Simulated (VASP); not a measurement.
# Si (P6/mmm) in VASP: further runs, part 2 of 2

VASP 6.6.1. Earlier steps stand in the parts before.

## Step 4: Single point, LDA (strain +0.025 along x and y, -0.025 along z)

File INCAR:

```
SYSTEM = Si
ALGO     = Normal         ! electronic algorithm
EDIFF    = 1E-6           ! SCF threshold, eV
ENCUT    = 520            ! plane-wave cutoff, eV
ISIF     = 2              ! what is computed and relaxed
ISMEAR   = 0              ! smearing method
LASPH    = .TRUE.         ! aspherical terms in the spheres
LCHARG   = .FALSE.        ! write CHGCAR
LREAL    = .FALSE.        ! projectors in reciprocal space
LWAVE    = .FALSE.        ! write WAVECAR
NBANDS   = 8              ! bands
NELM     = 80             ! most SCF steps
PREC     = Accurate       ! precision mode
SIGMA    = 0.15           ! smearing width, eV
```

File KPOINTS:

```
k-points
0
G
  24 24 20
  0 0 0
```

File POSCAR:

```
Si
1.0
    2.6860563853      0.0000000000      0.0000000000
   -1.3430281927      2.3261930656      0.0000000000
    0.0000000000      0.0000000000      2.4046955302
Si
1
Direct
    0.0000000000      0.0000000000      0.0000000000
```

Potentials or basis: VASP PAW LDA potentials, release 64 (Si).

On the command line:

```sh
> cat potpaw_LDA.64/Si/POTCAR > POTCAR
> mpirun -np 1 vasp_std > vasp.out
```

OUTCAR:

```text
SYSTEM = Si
   EDIFF = 1E-6
   ENCUT = 520
   ISIF = 2
   ISMEAR = 0
   LASPH = .TRUE.
   LREAL = .FALSE.
   NELM = 80
   PREC = Accurate

 ion  position               nearest neighbor table
   1  0.000  0.000  0.000-

  LATTYP: Found a hexagonal cell.
 ALAT       =     2.6860563853
 C/A-ratio  =     0.8952513221

  Lattice vectors:

 A1 = (   2.6860563853,   0.0000000000,   0.0000000000)
 A2 = (  -1.3430281927,   2.3261930656,   0.0000000000)
 A3 = (   0.0000000000,   0.0000000000,   2.4046955302)

Analysis of symmetry for initial positions (statically):
=====================================================================
 Subroutine PRICEL returns:
 Original cell was already a primitive cell.

 Routine SETGRP: Setting up the symmetry group for a
 hexagonal supercell.

 Subroutine GETGRP returns: Found 24 space group operations
 (whereof 24 operations were pure point group operations)
 out of a pool of 24 trial point group operations.

The static configuration has the point symmetry D_6h.

Analysis of symmetry for dynamics (positions and initial velocities):
=====================================================================
 Subroutine PRICEL returns:
 Original cell was already a primitive cell.

 Routine SETGRP: Setting up the symmetry group for a
 hexagonal supercell.

 Subroutine GETGRP returns: Found 24 space group operations
 (whereof 24 operations were pure point group operations)
 out of a pool of 24 trial point group operations.

The dynamic configuration has the point symmetry D_6h.

 Subroutine INISYM returns: Found 24 space group operations
 (whereof 24 operations are pure point group operations),
 and found     1 'primitive' translations

----------------------------------------------------------------------------------------

                                     Primitive cell

  volume of cell :      15.0252

  direct lattice vectors                    reciprocal lattice vectors
     2.686056385  0.000000000  0.000000000     0.372293004  0.214943466  0.000000000
    -1.343028193  2.326193066  0.000000000     0.000000000  0.429886932  0.000000000
     0.000000000  0.000000000  2.404695530     0.000000000  0.000000000  0.415853062

  length of vectors
     2.686056385  2.686056385  2.404695530     0.429886932  0.429886932  0.415853062

  position of ions in fractional coordinates (direct lattice)
     0.000000000  0.000000000  0.000000000

  ion indices of the primitive-cell ions
   primitive index   ion index
                 1           1

----------------------------------------------------------------------------------------

 KPOINTS: k-points

Automatic generation of k-mesh.
 Grid dimensions read from file:
 generate k-points for:   24   24   20

 Generating k-lattice:

  Cartesian coordinates                     Fractional coordinates (reciprocal lattice)
     0.015512208  0.008955978  0.000000000     0.041666667  0.000000000  0.000000000
     0.000000000  0.017911955  0.000000000     0.000000000  0.041666667  0.000000000
     0.000000000  0.000000000  0.020792653     0.000000000  0.000000000  0.050000000

  Length of vectors
     0.017911955  0.017911955  0.020792653

  Shift w.r.t. Gamma in fractional coordinates (k-lattice)
     0.000000000  0.000000000  0.000000000

 Subroutine IBZKPT returns following result:
 ===========================================

 Found    671 irreducible k-points:

 Following reciprocal coordinates:
            Coordinates               Weight
  0.000000  0.000000  0.000000      1.000000
  0.041667  0.000000  0.000000      6.000000
  0.083333  0.000000  0.000000      6.000000
  0.125000  0.000000  0.000000      6.000000
  0.166667  0.000000  0.000000      6.000000
  0.208333 -0.000000  0.000000      6.000000
[... 16 lines left out ...]
  0.416667  0.041667  0.000000     12.000000
  0.458333  0.041667  0.000000     12.000000
 [... further k-points ...]
   k-points           NKPTS =    671   k-points in BZ     NKDIM =    671   number of bands    NBANDS=      8
   number of dos      NEDOS =    301   number of ions     NIONS =      1
   total plane-waves  NPLWV =   7200
   dimension x,y,z NGX =    20 NGY =   20 NGZ =   18
   dimension x,y,z NGXF=    40 NGYF=   40 NGZF=   36
   ions per type =               1
   NGX,Y,Z   is equivalent  to a cutoff of  12.38, 12.38, 12.44 a.u.
   NGXF,Y,Z  is equivalent  to a cutoff of  24.76, 24.76, 24.89 a.u.
 SYSTEM =  Si
   PREC   = accura    normal or accurate (medium, high low for compatibility)
   ISTART =      0    job   : 0-new  1-cont  2-samecut
   ICHARG =      2    charge: 1-file 2-atom 10-const
   ISPIN  =      1    spin polarized calculation?
   LNONCOLLINEAR =      F non collinear calculations
   LSORBIT =      F    spin-orbit coupling
   LASPH  =      T    aspherical Exc in radial PAW
   ENCUT  =  520.0 eV  38.22 Ry    6.18 a.u.   4.99  4.99  4.47*2*pi/ulx,y,z
   NELM   =     80;   NELMIN=  2; NELMDL= -5     # of ELM steps
   EDIFF  = 0.1E-05   stopping-criterion for ELM
   LREAL  =      F    real-space projection
   EDIFFG = 0.1E-04   stopping-criterion for IOM
   NSW    =      0    number of steps for IOM
   IBRION =     -1    ionic relax: 0-MD 1-quasi-New 2-CG
   NFREE  =      0    steps in history (QN), initial steepest desc. (CG)
   ISIF   =      2    stress and relaxation
   ISYM   =      2    0-nonsym 1-usesym 2-fastsym
   POTIM  = 0.5000    time-step for ionic-motion
   TEBEG  =    0.0;   TEEND  =   0.0 temperature during run
   PSTRESS=    0.0 pullay stress
   NELECT =       4.0000    total number of electrons
   NUPDOWN=      -1.0000    fix difference up-down
   EMIN   =  10.00;   EMAX   =-10.00  energy-range for DOS
   EFERMI =   0.00;   METHOD = LEGACY
   ISMEAR =     0;   SIGMA  =   0.15  broadening in eV -4-tet -1-fermi 0-gaus
   EFERMI_NEDOS =   21; number of points for ismear=-14 and -15
   IALGO  =     38    algorithm
   IMIX   =      4    mixing-type and parameters
     AMIX     =   0.40;   BMIX     =  1.00
     AMIX_MAG =   1.60;   BMIX_MAG =  1.00
  volume/ion in A,a.u.               =      15.03       101.40
  Fermi-wavevector in a.u.,A,eV,Ry     =   1.053144  1.990154 15.090394  1.109113
  Thomas-Fermi vector in A             =   2.188254
   LORBIT       =      0    0 simple, 1 ext, 2 COOP (PROOUT), +10 PAW based schemes
   GGA     = CA    functional components
   LHFCALC =     F    Hartree Fock is set to
   AEXX    =    0.0000 exact exchange contribution
   IVDW    =     0    specifies the selected vdW correction
   LEPSILON=     F    determine dielectric tensor
   LRPA    =     F    only Hartree local field effects (RPA)
 non-spin polarized calculation
 Gauss-broadening in eV      SIGMA  =   0.15
  energy-cutoff  :      520.00
  volume of cell :       15.03
 maximum number of plane-waves:       423
 NGX is ok and might be reduce to    20
   NGX =  9   NGY =  9   NGZ =  9

 number of electron       4.0000000 magnetization

 Free energy of the ion-electron system (eV)
  ---------------------------------------------------
  ext. energy  EPLUGINS =         0.00000000
  ---------------------------------------------------
  free energy    TOTEN  =        -5.72032615 eV

  energy without entropy =       -5.71601181  energy(sigma->0) =       -5.71816898

 E-fermi :   9.3726     XC(G=0): -11.0523

 val. band max:        9.3705909681   @ k =   0.4167   0.0000   0.4500
 cond. band min:       9.3842042171   @ k =   0.3333   0.2917   0.5000
 fundamental gap:      0.0136132490
 Fermi energy:         9.3725764055

 k-point     1 :       0.0000    0.0000    0.0000
  band No.  band energies     occupation
      1      -4.5254      2.00000
      2      17.2530      0.00000
      3      18.3916      0.00000
      4      18.3916      0.00000
      5      18.6755      0.00000
      6      20.9921      0.00000
      7      20.9921      0.00000
      8      26.3265      0.00000
[... 243 lines left out ...]
 k-point    24 :       0.4583    0.0417    0.0000
  band No.  band energies     occupation
      1       1.2589      2.00000
      2       2.9146      2.00000
      3      12.9111      0.00000
      4      16.3285      0.00000
      5      22.9349      0.00000
      6      25.7858      0.00000
      7      26.1261      0.00000
      8      29.5473      0.00000

 [... further k-points ...]

------------------------ aborting loop because EDIFF is reached ----------------------------------------

  FORCE on cell =-STRESS in cart. coord.  units (eV):
  Direction    XX          YY          ZZ          XY          YZ          ZX
  --------------------------------------------------------------------------------------
  -------------------------------------------------------------------------------------
  Total       -0.5274957     -0.5274957      0.3656935      0.0000000      0.0000000      0.0000000
  in kB      -56.2481868    -56.2481868     38.9948083      0.0000000      0.0000000      0.0000000
  external PRESSURE =     -24.5005218 kB  Pullay stress =       0.0000000 kB

 VOLUME and BASIS-vectors are now :
 -----------------------------------------------------------------------------
  energy-cutoff  :      520.00
  volume of cell :       15.03
      direct lattice vectors                 reciprocal lattice vectors
     2.686056385  0.000000000  0.000000000     0.372293004  0.214943466  0.000000000
    -1.343028193  2.326193066  0.000000000     0.000000000  0.429886932  0.000000000
     0.000000000  0.000000000  2.404695530     0.000000000  0.000000000  0.415853062

 POSITION                                       TOTAL-FORCE (eV/Angst)
 -----------------------------------------------------------------------------------
      0.00000      0.00000      0.00000        -0.000000      0.000000      0.000000
 -----------------------------------------------------------------------------------
    total drift:                               -0.000000     -0.000000      0.000000

  FREE ENERGIE OF THE ION-ELECTRON SYSTEM (eV)
  ---------------------------------------------------
  free  energy   TOTEN  =        -5.7203261504 eV

  energy  without entropy=       -5.7160118143  energy(sigma->0) =       -5.71816898
```

Run time: 63 s. Hardware: 1 thread of Intel Xeon 8259CL, shared host; peak memory 0.17 GiB.

What came out:

- Free energy: -5.7203 eV
- Pressure: -2.5 GPa
- Band gap on the k mesh: zero (bands 2 and 3 overlap by 12.46 eV)

Caveat: the cell differs from its parent crystal (strain +0.025 along x and y, -0.025 along z).

## Step 5: Summary

| cell | gap on the mesh (eV) | pressure (GPa) |
| --- | --- | --- |
| a = 2.686, b = 2.686, c = 2.343 Å, angles 90.0, 90.0, 120.0°, 1 atom | none | 1.5 |
| a = 2.621, b = 2.621, c = 2.528 Å, angles 90.0, 90.0, 120.0°, 1 atom | none | -3.5 |
| a = 2.686, b = 2.686, c = 2.405 Å, angles 90.0, 90.0, 120.0°, 1 atom | none | -2.5 |

Alike in all rows: task single point; level LDA; potentials or basis VASP PAW LDA potentials, release 64 (Si); no spin polarisation; k mesh 24 × 24 × 20; cutoff (eV) 520; smearing gaussian 0.15 eV.

Caveats: the cell stands under tension (at least some runs).

Total energies depend on the potentials used, so only differences within one code and one set of settings carry meaning.
